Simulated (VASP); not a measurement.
# TeO5 (P4/mmm) in VASP: notebook, part 2 of 2

VASP 6.6.1.

## Step 4: Relaxation of cell and atoms, PBE

INCAR

```
SYSTEM = TeO5
PREC = Accurate
ENCUT = 600
EDIFF = 1E-6
ISMEAR = 0
SIGMA = 0.1
LREAL = .False.
LASPH = .True.
NELM = 80
ALGO = Normal
ISIF = 3
LWAVE = .False.
LCHARG = .False.
GGA = PE
IBRION = 2
NSW = 90
EDIFFG = -0.04
```

KPOINTS

```
regular mesh
0
Gamma
  6 6 2
  0 0 0
```

POSCAR

```
TeO5
1.0
    2.7148231900      0.0000000000      0.0000000000
    0.0000000000      2.7148231900      0.0000000000
    0.0000000000      0.0000000000     11.4999036200
Te O
1 5
Direct
    0.5000000000      0.5000000000      0.0000000000
    0.5000000000      0.5000000000      0.3344822800
    0.5000000000      0.5000000000      0.6655177200
    0.0000000000      0.0000000000      0.1759868000
    0.0000000000      0.0000000000      0.8240132000
    0.0000000000      0.0000000000      0.5000000000
```

On the command line:

```
$ cat potpaw_PBE.64/Te/POTCAR potpaw_PBE.64/O/POTCAR > POTCAR
$ mpirun -np 1 vasp_std > vasp.out
```

Run time: 8.1 min. Hardware: 1 thread of Intel Xeon 6975P-C (Granite Rapids), shared host; peak memory 0.25 GiB.

It converged, with:

```
Free energy                           : -22.1877 eV
Relaxed volume                        : 10.84 Å³/atom
Relaxed cell                          : a = 3.506 Å, b = 3.506 Å, c = 5.292 Å, α = 90.00°, β = 90.00°, γ = 90.00°
Space group after relaxing (to 0.1 Å) : P4/mmm (No. 123)
Energy gained by relaxing             : 1465.4 meV/atom
Ionic steps                           : 30
Pressure after relaxing               : 0.0 GPa
Largest force after relaxing          : 0.035 eV/Å
Band gap on the k mesh                : zero (bands 18 and 19 overlap by 0.68 eV)
```

Forces in eV/Å, atoms in the order of the input:
```
Te   0.000  0.000  0.000
O    0.000  0.000 -0.001
O    0.000  0.000  0.001
O    0.000  0.000 -0.035
O    0.000  0.000  0.035
O    0.000  0.000  0.000
```

Step by step:
```csv
step,energy change (eV),largest force (eV/Å),pressure (GPa),volume (Å³)
1,0.0000,1.4340,-9.30,84.76
2,-1.9313,2.3220,-6.55,74.79
3,-4.4473,1.6793,26.55,56.17
4,-5.0114,1.3610,25.48,55.98
5,-5.1475,1.9989,25.57,55.59
6,-5.3199,2.9122,37.07,54.18
7,-6.7278,0.3269,10.17,60.86
8,-7.0719,0.5116,-1.24,65.56
9,-7.0454,1.4059,-18.34,75.22
10,-7.1439,0.7794,-8.21,69.19
11,-7.5198,1.7126,-8.59,69.23
12,-7.9945,2.9480,-5.18,68.86
13,-7.9680,4.2772,0.83,68.02
14,-8.0450,2.9342,-2.91,68.46
15,-8.2967,2.3006,-3.15,67.78
16,-8.7494,0.4878,-1.32,65.74
17,-8.7499,0.6676,0.77,65.52
18,-8.7507,0.6050,0.47,65.60
19,-8.7779,0.0785,-0.37,65.67
20,-8.7857,0.3380,-0.92,65.73
21,-8.7858,0.3784,-0.98,65.74
22,-8.7896,0.2776,-1.29,65.49
23,-8.7900,0.1263,-1.21,65.55
24,-8.7919,0.0497,-0.32,65.16
25,-8.7919,0.0557,0.35,64.94
26,-8.7920,0.0528,0.12,65.04
27,-8.7920,0.0522,0.02,65.08
28,-8.7920,0.0526,0.00,65.07
29,-8.7920,0.0529,0.02,65.05
30,-8.7921,0.0355,0.04,65.05
```

Final structure:
```
Te O
1.0
     3.50605    0.00000    0.00000
     0.00000    3.50605    0.00000
     0.00000    0.00000    5.29219
Te O
1 5
Direct
  0.50000 0.50000 0.00000
  0.50000 0.50000 0.37857
  0.50000 0.50000 0.62143
  0.00000 0.00000 0.18895
  0.00000 0.00000 0.81105
  0.00000 0.00000 0.50000
```

Levels at points of the mesh, in eV from the Fermi level:
| k point | band 16 | band 17 | band 18 | band 19 | band 20 | band 21 |
| --- | --- | --- | --- | --- | --- | --- |
| (0.00, 0.00, 0.00) | -0.89 | -0.89 | 0.07 | 0.07 | 0.95 | 2.90 |
| (0.50, 0.00, 0.00) | -0.88 | -0.81 | -0.57 | -0.48 | -0.18 | 1.05 |
| (0.50, 0.50, 0.00) | -1.31 | -1.31 | 0.20 | 0.20 | 1.35 | 2.18 |
| (0.00, 0.00, 0.50) | -0.32 | 0.09 | 0.09 | 0.82 | 3.06 | 3.06 |
| (0.50, 0.00, 0.50) | -1.64 | -0.41 | 0.05 | 0.87 | 0.88 | 2.34 |
| (0.50, 0.50, 0.50) | -0.16 | -0.14 | -0.14 | 0.89 | 1.66 | 1.66 |

Caveat: the k points lie up to 0.59 Å⁻¹ apart in the final cell, too coarse for converged energies and pressures of a metal; the volume moved by over 15 % at a fixed basis, so the end points are rough; spin-orbit coupling is left out, which moves the levels of the heavy elements.

## Step 5: Single point, PBE

This run uses another cell than the first one, of 16.23 Å³/atom.

INCAR

```
PREC = Accurate
ENCUT = 520
EDIFF = 1E-6
ISMEAR = 0
SIGMA = 0.1
LREAL = F
LASPH = T
NELM = 80
ALGO = Normal
ISIF = 2
LWAVE = F
LCHARG = T
GGA = PE
LELF = T
LVHAR = T
NBANDS = 27
```

KPOINTS

```
regular mesh
0
Gamma
  12 12 4
```

POSCAR

```
TeO5
1.0
    3.0076509489      0.0000000000      0.0000000000
    0.0000000000      3.0076509489      0.0000000000
    0.0000000000      0.0000000000     10.7664646581
Te O
1 5
Direct
    0.5000000000      0.5000000000      0.0000000000
    0.5000000000      0.5000000000      0.4433328924
    0.5000000000      0.5000000000      0.5566671076
    0.0000000000      0.0000000000      0.1127945982
    0.0000000000      0.0000000000      0.8872054018
    0.0000000000      0.0000000000      0.5000000000
```

On the command line:

```
$ cat potpaw_PBE.64/Te/POTCAR potpaw_PBE.64/O/POTCAR > POTCAR
$ mpirun -np 1 vasp_std > vasp.out
```

Run time: 2.3 min. Hardware: 1 thread of Intel Xeon 6975P-C (Granite Rapids), shared host; peak memory 0.31 GiB.

It converged, with:

| Property | Result |
| --- | --- |
| Free energy | -22.9652 eV |
| Pressure | 0.4 GPa |
| Largest force | 1.185 eV/Å |
| Band gap on the k mesh | zero (bands 18 and 19 overlap by 0.28 eV) |

Forces on the atoms (eV/Å):
```
Te   0.000  0.000  0.000
O    0.000  0.000 -1.185
O    0.000  0.000  1.185
O    0.000  0.000 -0.029
O    0.000  0.000  0.029
O    0.000  0.000  0.000
```

Stress tensor (GPa, compression positive):
```
-0.44  0.00  0.00
 0.00 -0.44  0.00
 0.00  0.00  2.08
```

Levels at points of the mesh, in eV from the Fermi level:
| k point | band 16 | band 17 | band 18 | band 19 | band 20 | band 21 |
| --- | --- | --- | --- | --- | --- | --- |
| (0.00, 0.00, 0.00) | -1.19 | -0.18 | 0.12 | 0.12 | 0.23 | 0.23 |
| (0.50, 0.00, 0.00) | -0.97 | -0.58 | -0.52 | 0.23 | 0.57 | 1.23 |
| (0.50, 0.50, 0.00) | -0.69 | -0.69 | -0.38 | -0.07 | 0.46 | 0.46 |
| (0.00, 0.00, 0.50) | -1.19 | -0.18 | 0.12 | 0.12 | 0.23 | 0.23 |
| (0.50, 0.00, 0.50) | -0.97 | -0.59 | -0.52 | 0.23 | 0.57 | 1.23 |
| (0.50, 0.50, 0.50) | -0.69 | -0.69 | -0.38 | -0.06 | 0.46 | 0.46 |

Caveat: the standard files for N, O and F lose accuracy on very short bonds; spin-orbit coupling is left out, which moves the levels of the heavy elements; this functional lacks dispersion, which binds layers or chains, so the pressure and a relaxed spacing across them are unreliable; forces of over 1 eV/Å act on the atoms, so gaps and moduli don't describe the material at rest.

## Step 6: Relaxation of cell and atoms, PBE

This run uses another cell than the first one, of 16.07 Å³/atom.

INCAR

```
SYSTEM = TeO5
  PREC = Accurate
  ENCUT = 600
  EDIFF = 1E-6
  ISMEAR = 0
  SIGMA = 0.1
  LREAL = .FALSE.
  LASPH = .TRUE.
  NELM = 80
  ALGO = Normal
  ISIF = 3
  LWAVE = .FALSE.
  LCHARG = .FALSE.
  GGA = PE
  IBRION = 2
  NSW = 100
  EDIFFG = -0.01
```

KPOINTS

```
Automatic mesh
0
G
  12 12 4
  0 0 0
```

POSCAR

```
TeO5
1.0
    3.0096964443      0.0000000000      0.0000000000
    0.0000000000      3.0096964443      0.0000000000
    0.0000000000      0.0000000000     10.6456061630
Te O
1 5
Direct
    0.5000000000      0.5000000000      0.0000000000
    0.5000000000      0.5000000000      0.4427100990
    0.5000000000      0.5000000000      0.5572899010
    0.0000000000      0.0000000000      0.1139816132
    0.0000000000      0.0000000000      0.8860183868
    0.0000000000      0.0000000000      0.5000000000
```

Potentials or basis: VASP PAW PBE potentials, release 64 (Te, O).

On the command line:

```
$ cat potpaw_PBE.64/Te/POTCAR potpaw_PBE.64/O/POTCAR > POTCAR
$ mpirun -np 1 vasp_std > vasp.out
```

Wall time 17 min (1 thread of Intel Xeon 6975P-C (Granite Rapids), shared host); peak memory 0.36 GiB.

Results (log left out):

```yaml
Free_energy: -22.9951 eV
Relaxed_volume: 14.89 Å³/atom
Relaxed_cell: a = 2.992 Å, b = 2.992 Å, c = 9.984 Å, α = 90.00°, β = 90.00°, γ = 90.00°
Space_group_after_relaxing_to_0.1_Å: P4/mmm (No. 123)
Energy_gained_by_relaxing: 3.9 meV/atom
Ionic_steps: 27
Pressure_after_relaxing: 0.0 GPa
Largest_force_after_relaxing: 0.007 eV/Å
Band_gap_on_the_k_mesh: zero (bands 18 and 19 overlap by 0.25 eV)
```

Forces in eV/Å, atoms in the order of the input:
```
Te   0.000  0.000  0.000
O    0.000  0.000 -0.005
O    0.000  0.000  0.005
O    0.000  0.000 -0.007
O    0.000  0.000  0.007
O    0.000  0.000  0.000
```

Step by step:
```csv
step,energy change (eV),largest force (eV/Å),pressure (GPa),volume (Å³)
1,0.0000,1.1631,0.25,96.43
2,0.1505,2.8657,-4.27,96.78
3,-0.0140,0.0676,-0.93,96.50
4,-0.0140,0.0506,-0.88,96.50
5,-0.0176,0.0222,-0.12,95.48
6,-0.0176,0.0305,-0.01,95.36
7,-0.0176,0.0283,-0.03,95.38
8,-0.0176,0.0266,-0.04,95.41
9,-0.0177,0.0187,-0.06,95.35
10,-0.0179,0.0394,-0.12,95.18
11,-0.0179,0.1136,-0.22,94.85
12,-0.0179,0.0778,-0.16,95.02
13,-0.0179,0.0745,-0.16,95.01
14,-0.0180,0.0681,-0.15,94.98
15,-0.0181,0.0541,-0.13,94.91
16,-0.0182,0.0450,-0.09,94.79
17,-0.0184,0.0597,-0.03,94.53
18,-0.0183,0.1586,0.12,94.03
19,-0.0184,0.0934,0.06,94.29
20,-0.0186,0.0911,0.06,94.18
21,-0.0190,0.0938,0.05,93.86
22,-0.0199,0.0923,0.07,93.23
23,-0.0214,0.1023,0.13,91.96
24,-0.0227,0.1603,0.31,89.42
25,-0.0208,0.4292,-0.55,89.03
26,-0.0231,0.0281,0.08,89.31
27,-0.0232,0.0073,0.03,89.36
```

Final structure:
```yaml
crystal:
  lattice:
    - [2.99171, 0.00000, 0.00000]
    - [0.00000, 2.99171, 0.00000]
    - [0.00000, 0.00000, 9.98353]
  atoms:
    - { symbol: Te, position: [0.50000, 0.50000, 0.00000] }
    - { symbol: O, position: [0.50000, 0.50000, 0.43753] }
    - { symbol: O, position: [0.50000, 0.50000, 0.56247] }
    - { symbol: O, position: [0.00000, 0.00000, 0.12152] }
    - { symbol: O, position: [0.00000, 0.00000, 0.87848] }
    - { symbol: O, position: [0.00000, 0.00000, 0.50000] }
```

Levels at points of the mesh, in eV from the Fermi level:
```csv
k point,band 16,band 17,band 18,band 19,band 20,band 21
"(0.00, 0.00, 0.00)",-1.22,-0.16,0.10,0.10,0.26,0.26
"(0.50, 0.00, 0.00)",-1.03,-0.62,-0.50,0.21,0.59,1.22
"(0.50, 0.50, 0.00)",-0.74,-0.74,-0.40,-0.05,0.55,0.55
"(0.00, 0.00, 0.50)",-1.23,-0.15,0.10,0.10,0.26,0.26
"(0.50, 0.00, 0.50)",-1.03,-0.63,-0.50,0.21,0.59,1.22
"(0.50, 0.50, 0.50)",-0.74,-0.74,-0.42,-0.05,0.55,0.55
```

Caveat: the standard files for N, O and F lose accuracy on very short bonds; spin-orbit coupling is left out, which moves the levels of the heavy elements; this functional lacks dispersion, which binds layers or chains, so the pressure and a relaxed spacing across them are unreliable.

## Step 7: Overview

| task | cell | k mesh | cutoff (eV) | gap on the mesh (eV) | pressure (GPa) | relaxed volume (Å³/atom) | largest force (eV/Å) |
| --- | --- | --- | --- | --- | --- | --- | --- |
| single point | a = 2.715, b = 2.715, c = 11.500 Å, 6 atoms, atomic positions A | 6 × 6 × 2 | 520 | none | -9.2 | - | 1.38 |
| single point | a = 3.010, b = 3.010, c = 10.646 Å, 6 atoms, atomic positions B | 6 × 6 × 2 | 520 | none | 0.5 | - | 1.18 |
| relaxation of cell and atoms | relaxed from a = 2.715, b = 2.715, c = 11.500 Å, 6 atoms, atomic positions A | 6 × 6 × 2 | 600 | none | 0.0 | 10.84 | 0.04 |
| single point | a = 3.008, b = 3.008, c = 10.766 Å, 6 atoms, atomic positions C | 12 × 12 × 4 | 520 | none | 0.4 | - | 1.18 |
| relaxation of cell and atoms | relaxed from a = 3.010, b = 3.010, c = 10.646 Å, 6 atoms, atomic positions B | 12 × 12 × 4 | 600 | none | 0.0 | 14.89 | 0.01 |

Alike in all rows: level PBE; potentials or basis VASP PAW PBE potentials, release 64 (Te, O); no spin polarisation; smearing gaussian 0.1 eV.

Caveats: some runs use coarse meshes; spin-orbit coupling is left out, which moves the levels of the heavy elements; forces of over 1 eV/Å act on the atoms, so gaps and moduli don't describe the material at rest (at least some runs); the standard files for N, O and F lose accuracy on very short bonds (at least some runs); this functional lacks dispersion, which binds layers or chains, so the pressure and a relaxed spacing across them are unreliable (at least some runs); the volume moved by over 15 % at a fixed basis, so the end points are rough (at least some runs).

Total energies depend on the potentials used, so only differences within one code and one set of settings carry meaning.
